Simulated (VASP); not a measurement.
# Bi2Te3 (R-3m) in VASP: notebook

Bi2Te3 is run at these levels: PBE+D4; tasks: single point.

All numbers are computed with VASP 6.6.1; they aren't measurements. Logs are shortened: lines on timing, memory, paths and dates and some standing lists are left out, and cuts for length are marked.

## 1. The cell of the first run

Symmetry: R-3m, No. 166, trigonal system. Conventional cell: a = 4.296 Å, b = 4.296 Å, c = 29.874 Å, α = 90.00°, β = 90.00°, γ = 120.00°. Within 4.0 Å of Bi (site symmetry 3m) lie 6 Te at 3.01 to 3.18 Å. Te (site symmetry -3m) has 6 Bi at 3.18 Å and 12 Te at 4.30 to 4.45 Å within 4.5 Å. Within 4.0 Å of Te (site symmetry 3m) lie 3 Bi at 3.01 Å and 3 Te at 3.56 Å.

## 2. Single point, PBE+D4

INCAR reads:

```
ALGO     = Normal         # electronic algorithm
EDIFF    = 1E-7           # SCF threshold, eV
ENCUT    = 520            # plane-wave cutoff, eV
GGA      = PE             # functional
ISIF     = 2              # what is computed and relaxed
ISMEAR   = 0              # smearing method
IVDW     = 13             # dispersion correction
LASPH    = True           # aspherical terms in the spheres
LCHARG   = False          # write CHGCAR
LREAL    = False          # projectors in reciprocal space
LWAVE    = False          # write WAVECAR
NBANDS   = 32             # bands
NELM     = 100            # most SCF steps
PREC     = Accurate       # precision mode
SIGMA    = 0.01           # smearing width, eV
```

KPOINTS reads:

```
k-points
0
Gamma
  6 6 6
```

POSCAR reads:

```
Bi2Te3
1.0
    2.1482323364      1.2402823802      9.9581461790
   -2.1482323364      1.2402823802      9.9581461790
    0.0000000000     -2.4805647605      9.9581461790
Bi Te
2 3
Direct
    0.4000000000      0.4000000000      0.4000000000
    0.6000000000      0.6000000000      0.6000000000
    0.0000000000      0.0000000000      0.0000000000
    0.2095000000      0.2095000000      0.2095000000
    0.7905000000      0.7905000000      0.7905000000
```

Potentials or basis: VASP PAW PBE potentials, release 64 (Bi_d, Te).

Command:

```sh
cat potpaw_PBE.64/Bi_d/POTCAR potpaw_PBE.64/Te/POTCAR > POTCAR
mpirun -np 1 vasp_std > vasp.out
```

OUTCAR:

```text
EDIFF = 1E-7
   ENCUT = 520
   GGA = PE
   ISIF = 2
   ISMEAR = 0
   IVDW = 13
   LASPH = True
   LREAL = False
   NELM = 100
   PREC = Accurate

 ion  position               nearest neighbor table
   1  0.400  0.400  0.400-   5 3.01   5 3.01   5 3.01   3 3.18   3 3.18   3 3.18
   2  0.600  0.600  0.600-   4 3.01   4 3.01   4 3.01   3 3.18   3 3.18   3 3.18
   3  0.000  0.000  0.000-   2 3.18   1 3.18   2 3.18   2 3.18   1 3.18   1 3.18
   4  0.209  0.209  0.209-   2 3.01   2 3.01   2 3.01   5 3.56   5 3.56   5 3.56
   5  0.791  0.791  0.791-   1 3.01   1 3.01   1 3.01   4 3.56   4 3.56   4 3.56

  LATTYP: Found a trigonal (rhomboedric) cell.
 ALAT       =    10.2624498964
 COS(alpha) =     0.9123624163

  Lattice vectors:

 A1 = (   2.1482323364,   1.2402823802,   9.9581461790)
 A2 = (  -2.1482323364,   1.2402823802,   9.9581461790)
 A3 = (   0.0000000000,  -2.4805647605,   9.9581461790)

Analysis of symmetry for initial positions (statically):
=====================================================================
 Subroutine PRICEL returns:
 Original cell was already a primitive cell.

 Routine SETGRP: Setting up the symmetry group for a
 trigonal (rhombohedral) supercell.

 Subroutine GETGRP returns: Found 12 space group operations
 (whereof 12 operations were pure point group operations)
 out of a pool of 12 trial point group operations.

The static configuration has the point symmetry D_3d.

Analysis of symmetry for dynamics (positions and initial velocities):
=====================================================================
 Subroutine PRICEL returns:
 Original cell was already a primitive cell.

 Routine SETGRP: Setting up the symmetry group for a
 trigonal (rhombohedral) supercell.

 Subroutine GETGRP returns: Found 12 space group operations
 (whereof 12 operations were pure point group operations)
 out of a pool of 12 trial point group operations.

The dynamic configuration has the point symmetry D_3d.

 Subroutine INISYM returns: Found 12 space group operations
 (whereof 12 operations are pure point group operations),
 and found     1 'primitive' translations

----------------------------------------------------------------------------------------

                                     Primitive cell

  volume of cell :     159.1958

  direct lattice vectors                    reciprocal lattice vectors
     2.148232336  1.240282380  9.958146179     0.232749499  0.134378001  0.033473432
    -2.148232336  1.240282380  9.958146179    -0.232749499  0.134378001  0.033473432
     0.000000000 -2.480564761  9.958146179     0.000000000 -0.268756002  0.033473432

  length of vectors
    10.262449896 10.262449896 10.262449847     0.270832507  0.270832507  0.270832530

  position of ions in fractional coordinates (direct lattice)
     0.400000000  0.400000000  0.400000000
     0.600000000  0.600000000  0.600000000
     0.000000000  0.000000000  0.000000000
     0.209500000  0.209500000  0.209500000
     0.790500000  0.790500000  0.790500000

  ion indices of the primitive-cell ions
   primitive index   ion index
                 1           1
                 2           2
                 3           3
                 4           4
                 5           5

----------------------------------------------------------------------------------------

 KPOINTS: k-points

Automatic generation of k-mesh.
 Grid dimensions read from file:
 generate k-points for:    6    6    6

 Generating k-lattice:

  Cartesian coordinates                     Fractional coordinates (reciprocal lattice)
     0.038791583  0.022396333  0.005578905     0.166666667 -0.000000000 -0.000000000
    -0.038791583  0.022396333  0.005578905    -0.000000000  0.166666667 -0.000000000
     0.000000000 -0.044792667  0.005578905     0.000000000  0.000000000  0.166666667

  Length of vectors
     0.045138751  0.045138751  0.045138755

  Shift w.r.t. Gamma in fractional coordinates (k-lattice)
     0.000000000  0.000000000  0.000000000

 Subroutine IBZKPT returns following result:
 ===========================================

 Found     32 irreducible k-points:

 Following reciprocal coordinates:
            Coordinates               Weight
  0.000000  0.000000  0.000000      1.000000
  0.166667 -0.000000  0.000000      6.000000
  0.333333 -0.000000 -0.000000      6.000000
  0.500000  0.000000  0.000000      3.000000
  0.166667  0.166667  0.000000      6.000000
  0.333333  0.166667  0.000000     12.000000
[... 16 lines left out ...]
  0.500000  0.500000  0.166667      6.000000
 -0.333333  0.500000  0.166667     12.000000
 [... further k-points ...]
   k-points           NKPTS =     32   k-points in BZ     NKDIM =     32   number of bands    NBANDS=     32
   number of dos      NEDOS =    301   number of ions     NIONS =      5
   total plane-waves  NPLWV = 512000
   dimension x,y,z NGX =    80 NGY =   80 NGZ =   80
   dimension x,y,z NGXF=   160 NGYF=  160 NGZF=  160
   ions per type =               2   3
   NGX,Y,Z   is equivalent  to a cutoff of  12.96, 12.96, 12.96 a.u.
   NGXF,Y,Z  is equivalent  to a cutoff of  25.92, 25.92, 25.92 a.u.
 SYSTEM =  unknown system
   PREC   = accura    normal or accurate (medium, high low for compatibility)
   ISTART =      0    job   : 0-new  1-cont  2-samecut
   ICHARG =      2    charge: 1-file 2-atom 10-const
   ISPIN  =      1    spin polarized calculation?
   LNONCOLLINEAR =      F non collinear calculations
   LSORBIT =      F    spin-orbit coupling
   LASPH  =      T    aspherical Exc in radial PAW
   ENCUT  =  520.0 eV  38.22 Ry    6.18 a.u.  19.08 19.08 19.08*2*pi/ulx,y,z
   NELM   =    100;   NELMIN=  2; NELMDL= -5     # of ELM steps
   EDIFF  = 0.1E-06   stopping-criterion for ELM
   LREAL  =      F    real-space projection
   EDIFFG = 0.1E-05   stopping-criterion for IOM
   NSW    =      0    number of steps for IOM
   IBRION =     -1    ionic relax: 0-MD 1-quasi-New 2-CG
   NFREE  =      0    steps in history (QN), initial steepest desc. (CG)
   ISIF   =      2    stress and relaxation
   ISYM   =      2    0-nonsym 1-usesym 2-fastsym
   POTIM  = 0.5000    time-step for ionic-motion
   TEBEG  =    0.0;   TEEND  =   0.0 temperature during run
   PSTRESS=    0.0 pullay stress
   NELECT =      48.0000    total number of electrons
   NUPDOWN=      -1.0000    fix difference up-down
   EMIN   =  10.00;   EMAX   =-10.00  energy-range for DOS
   EFERMI =   0.00;   METHOD = LEGACY
   ISMEAR =     0;   SIGMA  =   0.01  broadening in eV -4-tet -1-fermi 0-gaus
   EFERMI_NEDOS =   21; number of points for ismear=-14 and -15
   IALGO  =     38    algorithm
   IMIX   =      4    mixing-type and parameters
     AMIX     =   0.40;   BMIX     =  1.00
     AMIX_MAG =   1.60;   BMIX_MAG =  1.00
  volume/ion in A,a.u.               =      31.84       214.86
  Fermi-wavevector in a.u.,A,eV,Ry     =   1.097770  2.074485 16.396369  1.205099
  Thomas-Fermi vector in A             =   2.234136
   LORBIT       =      0    0 simple, 1 ext, 2 COOP (PROOUT), +10 PAW based schemes
   GGA     = PE    functional components
   LHFCALC =     F    Hartree Fock is set to
   AEXX    =    0.0000 exact exchange contribution
   IVDW    =    13    specifies the selected vdW correction
   LEPSILON=     F    determine dielectric tensor
   LRPA    =     F    only Hartree local field effects (RPA)
 non-spin polarized calculation
 Gauss-broadening in eV      SIGMA  =   0.01
  energy-cutoff  :      520.00
  volume of cell :      159.20
 maximum number of plane-waves:      4312
 NGX is ok and might be reduce to    80
   NGX = 39   NGY = 39   NGZ = 39

 number of electron      48.0000003 magnetization

 Free energy of the ion-electron system (eV)
  ---------------------------------------------------
  ext. energy  EPLUGINS =         0.00000000
  ---------------------------------------------------
  free energy    TOTEN  =       -18.09623377 eV

  energy without entropy =      -18.09623377  energy(sigma->0) =      -18.09623377

 E-fermi :   7.1913     XC(G=0):  -9.6083

 val. band max:        7.0903062792   @ k =   0.0000   0.0000   0.0000
 cond. band min:       7.3298095654   @ k =   0.0000   0.0000   0.0000
 fundamental gap:      0.2395032863
 Fermi energy:         7.1912753588

 k-point     1 :       0.0000    0.0000    0.0000
  band No.  band energies     occupation
      1     -16.2626      2.00000
      2     -16.2626      2.00000
      3     -16.2605      2.00000
      4     -16.2605      2.00000
      5     -16.2477      2.00000
      6     -16.2459      2.00000
[... 24 lines left out ...]
     31      11.7066      0.00000
     32      12.2820      0.00000

 k-point     2 :       0.1667   -0.0000    0.0000
  band No.  band energies     occupation
      1     -16.2659      2.00000
      2     -16.2633      2.00000
      3     -16.2596      2.00000
      4     -16.2575      2.00000
      5     -16.2465      2.00000
      6     -16.2444      2.00000
[... 24 lines left out ...]
     31      10.9852      0.00000
     32      11.8981      0.00000

 k-point     3 :       0.3333   -0.0000   -0.0000
  band No.  band energies     occupation
      1     -16.2735      2.00000
      2     -16.2699      2.00000
      3     -16.2563      2.00000
      4     -16.2534      2.00000
      5     -16.2495      2.00000
      6     -16.2467      2.00000
[... 24 lines left out ...]
     31      11.4025      0.00000
     32      12.1450      0.00000

 k-point     4 :       0.5000    0.0000    0.0000
  band No.  band energies     occupation
      1     -16.2775      2.00000
      2     -16.2734      2.00000
      3     -16.2559      2.00000
      4     -16.2523      2.00000
      5     -16.2511      2.00000
      6     -16.2482      2.00000
[... 654 lines left out ...]
     31      11.1348      0.00000
     32      12.7633      0.00000

 k-point    23 :       0.5000    0.5000    0.1667
  band No.  band energies     occupation
      1     -16.2734      2.00000
      2     -16.2699      2.00000
      3     -16.2563      2.00000
      4     -16.2534      2.00000
      5     -16.2495      2.00000
      6     -16.2467      2.00000
[... 24 lines left out ...]
     31      11.4384      0.00000
     32      11.8815      0.00000

 k-point    24 :      -0.3333    0.5000    0.1667
  band No.  band energies     occupation
      1     -16.2731      2.00000
      2     -16.2700      2.00000
      3     -16.2589      2.00000
      4     -16.2552      2.00000
      5     -16.2478      2.00000
      6     -16.2455      2.00000
[... 24 lines left out ...]
     31      12.0671      0.00000
     32      12.2530      0.00000

 [... further k-points ...]

------------------------ aborting loop because EDIFF is reached ----------------------------------------

  DFT-D4 for vdW energy calculation

  Edisp (eV):   -2.60769

  FORCE on cell =-STRESS in cart. coord.  units (eV):
  Direction    XX          YY          ZZ          XY          YZ          ZX
  --------------------------------------------------------------------------------------
  -------------------------------------------------------------------------------------
  Total       3.26095     3.26095     3.31964     0.00000    -0.00000     0.00000
  in kB      32.81884    32.81883    33.40951     0.00000    -0.00000     0.00000
  external pressure =       33.02 kB  Pullay stress =        0.00 kB

 VOLUME and BASIS-vectors are now :
 -----------------------------------------------------------------------------
  energy-cutoff  :      520.00
  volume of cell :      159.20
      direct lattice vectors                 reciprocal lattice vectors
     2.148232336  1.240282380  9.958146179     0.232749499  0.134378001  0.033473432
    -2.148232336  1.240282380  9.958146179    -0.232749499  0.134378001  0.033473432
     0.000000000 -2.480564761  9.958146179     0.000000000 -0.268756002  0.033473432

 POSITION                                       TOTAL-FORCE (eV/Angst)
 -----------------------------------------------------------------------------------
      0.00000     -0.00000     11.94978         0.000000      0.000000     -0.155828
      0.00000     -0.00000     17.92466         0.000000     -0.000000      0.155828
      0.00000      0.00000      0.00000         0.000000      0.000000      0.000000
      0.00000     -0.00000      6.25869         0.000000      0.000000     -0.381430
      0.00000     -0.00000     23.61574         0.000000     -0.000000      0.381430
 -----------------------------------------------------------------------------------
    total drift:                               -0.000000     -0.000000     -0.000000

  FREE ENERGIE OF THE ION-ELECTRON SYSTEM (eV)
  ---------------------------------------------------
  free  energy   TOTEN  =       -20.7039282770 eV

  energy  without entropy=      -20.7039282770  energy(sigma->0) =      -20.70392828
```

Run time: 21 min. Hardware: 1 thread of Intel Xeon 6975P-C (Granite Rapids), shared host; peak memory 0.92 GiB.

What came out:

| Property | Result |
| --- | --- |
| Free energy | -20.7039 eV |
| Pressure | 3.3 GPa |
| Largest force | 0.381 eV/Å |
| Band gap on the k mesh | 0.24 eV |
| Dispersion energy per atom | -0.522 eV |

Forces in eV/Å, atoms in the order of the input:
```
Bi   0.000  0.000 -0.156
Bi   0.000  0.000  0.156
Te   0.000  0.000  0.000
Te   0.000  0.000 -0.381
Te   0.000  0.000  0.381
```

Levels at points of the mesh, in eV from the valence-band top:
```
           k point  band 21  band 22  band 23  band 24  band 25  band 26  band 27  band 28
(0.00, 0.00, 0.00)    -1.93    -1.04    -1.04     0.00     0.24     0.53     0.53     1.91
(0.50, 0.00, 0.00)    -3.24    -2.72    -1.10    -0.59     0.49     0.96     2.64     2.82
(0.50, 0.50, 0.00)    -2.22    -1.99    -1.79    -1.10     0.73     1.40     2.07     2.71
(0.50, 0.50, 0.50)    -1.62    -1.36    -1.36    -0.44     0.77     1.06     1.06     1.59
```

Caveat: the cell stands under pressure; spin-orbit coupling is left out, which moves the levels of the heavy elements. A k mesh can miss the band edges.

## 3. Single point, PBE+D4

This run uses another cell than the first one, of 32.52 Å³/atom.

INCAR reads:

```
SYSTEM = Bi2Te3
  ALGO = Normal
  EDIFF = 1E-6
  ENCUT = 520
  GGA = PE
  ISIF = 2
  ISMEAR = 0
  IVDW = 13
  LASPH = .TRUE.
  LCHARG = .FALSE.
  LREAL = .FALSE.
  LWAVE = .FALSE.
  NBANDS = 32
  NELM = 80
  PREC = Accurate
  SIGMA = 0.01
```

KPOINTS reads:

```
k-points
0
G
  6 6 6
  0 0 0
```

POSCAR: that of step 2 with these lines changed.

```diff
@@ -2,5 +2,5 @@
 1.0
-    2.1482323364      1.2402823802      9.9581461790
-   -2.1482323364      1.2402823802      9.9581461790
-    0.0000000000     -2.4805647605      9.9581461790
+    2.1633612316      1.2490170510     10.0282762796
+   -2.1633612316      1.2490170510     10.0282762796
+    0.0000000000     -2.4980341020     10.0282762796
 Bi Te
```

Potentials or basis: VASP PAW PBE potentials, release 64 (Bi_d, Te).

Command:

```sh
cat potpaw_PBE.64/Bi_d/POTCAR potpaw_PBE.64/Te/POTCAR > POTCAR
mpirun -np 1 vasp_std > vasp.out
```

Wall time 17 min (1 thread of Intel Xeon 6975P-C (Granite Rapids), shared host); peak memory 0.96 GiB.

The run converged. Its results:

```
Free energy                : -20.7597 eV
Pressure                   : 1.9 GPa
Largest force              : 0.234 eV/Å
Band gap on the k mesh     : 0.25 eV
Dispersion energy per atom : -0.511 eV
```

Forces in eV/Å, atoms in the order of the input:
```
Bi   0.000  0.000 -0.095
Bi   0.000  0.000  0.095
Te   0.000  0.000  0.000
Te   0.000  0.000 -0.234
Te   0.000  0.000  0.234
```

Levels at points of the mesh, in eV from the valence-band top:
| k point | band 22 | band 23 | band 24 | band 25 | band 26 | band 27 |
| --- | --- | --- | --- | --- | --- | --- |
| (0.00, 0.00, 0.00) | -0.98 | -0.98 | 0.00 | 0.25 | 0.57 | 0.57 |
| (0.50, 0.00, 0.00) | -2.61 | -1.04 | -0.56 | 0.51 | 0.99 | 2.69 |
| (0.50, 0.50, 0.00) | -1.93 | -1.71 | -1.06 | 0.77 | 1.44 | 2.06 |
| (0.50, 0.50, 0.50) | -1.29 | -1.29 | -0.44 | 0.79 | 1.08 | 1.08 |

Caveat: spin-orbit coupling is left out, which moves the levels of the heavy elements. A k mesh can miss the band edges.
